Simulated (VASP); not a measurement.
Input of a VASP 6.6.1 run:

Contents of INCAR:

```
SYSTEM = Zn2AsP3
PREC = Accurate
ENCUT = 520
EDIFF = 1E-6
ISMEAR = -1
SIGMA = 0.03
LREAL = .FALSE.
LASPH = .TRUE.
NELM = 80
ALGO = Normal
ISIF = 2
LWAVE = .FALSE.
LCHARG = .TRUE.
GGA = PS
LELF = .TRUE.
LVHAR = .TRUE.
NBANDS = 31
```

Contents of KPOINTS:

```
regular mesh
0
G
  6 6 2
  0 0 0
```

POSCAR

```
Zn2AsP3
1.0
    3.5359052644      0.0000000026      0.0000000000
   -1.7679526344      3.0621837831      0.0000000000
    0.0000000000      0.0000000000      8.8669610428
Zn As P
2 1 3
Direct
    0.3333333333      0.6666666667      0.6586418531
    0.6666666667      0.3333333333      0.3413581469
    0.0000000000      0.0000000000      0.0000000000
    0.3333333333      0.6666666667      0.1700189059
    0.6666666667      0.3333333333      0.8299810941
    0.0000000000      0.0000000000      0.5000000000
```

Potentials or basis: VASP PAW PBE potentials, release 64 (Zn, As, P).

Command:

```sh
$ cat potpaw_PBE.64/Zn/POTCAR potpaw_PBE.64/As/POTCAR potpaw_PBE.64/P/POTCAR > POTCAR
$ mpirun -np 1 vasp_std > vasp.out
```

Problem. Estimate the largest force.

Solution. 0.005 eV/Å.

Problem. Estimate the band gap on the k mesh.

Solution. Zero (bands 22 and 23 overlap by 1.83 eV).

Forces on the atoms (eV/Å):
```
Zn   0.000  0.000 -0.001
Zn   0.000  0.000  0.001
As   0.000  0.000  0.000
P    0.000  0.000 -0.005
P    0.000  0.000  0.005
P    0.000  0.000  0.000
```

Caveat: the PAW data sets were made with another functional, which shifts forces and pressure a little.
